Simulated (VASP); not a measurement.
Wanted: the native input for a VASP 6.6.1 run.

```yaml
Task: single point
Functional: PBE
Potentials_or_basis: VASP PAW PBE potentials, release 64 (In_d)
Cutoff: 520 eV
k_mesh: 10 × 10 × 10
Occupations: fermi-dirac, width 0.05 eV
Spin: no spin polarisation
Dipole_correction: no
Further_INCAR_settings: ALGO = Normal; EDIFF = 1e-06; NBANDS = 12
```

The structure of In lies in POSCAR:

```
In
1.0
   -1.8949926579      1.8949926579      1.8949926579
    1.8949926579     -1.8949926579      1.8949926579
    1.8949926579      1.8949926579     -1.8949926579
In
1
Direct
    0.0000000000      0.0000000000      0.0000000000
```

This isn't the form of In at room conditions, which is tetragonal.

These files were run (other wordings do the same):

INCAR

```
PREC     = Accurate       # precision mode
ENCUT    = 520            # plane-wave cutoff, eV
EDIFF    = 1E-6           # SCF threshold, eV
ISMEAR   = -1             # smearing method
SIGMA    = 0.05           # smearing width, eV
LREAL    = F              # projectors in reciprocal space
LASPH    = T              # aspherical terms in the spheres
NELM     = 100            # most SCF steps
ALGO     = Normal         # electronic algorithm
ISIF     = 2              # what is computed and relaxed
LWAVE    = F              # write WAVECAR
LCHARG   = T              # write CHGCAR
GGA      = PE             # functional
LELF     = T              # ELF
LVHAR    = T            
NBANDS   = 12             # bands
```

KPOINTS

```
regular mesh
0
Gamma
  10 10 10
```

Potentials or basis: VASP PAW PBE potentials, release 64 (In_d).

Run with:

```bash
$ cat potpaw_PBE.64/In_d/POTCAR > POTCAR
$ mpirun -np 1 vasp_std > vasp.out
```

It gave:

```
Pressure               : 0.7 GPa
Band gap on the k mesh : zero (an odd number of electrons rules out a gap without spin polarisation)
```

Caveat: spin-orbit coupling is left out, which moves the levels of the heavy elements.

Wall time 3.6 s on 1 thread of Intel(R) Xeon(R) 6975P-C (Granite Rapids) (shared host), peak memory 0.14 GiB.
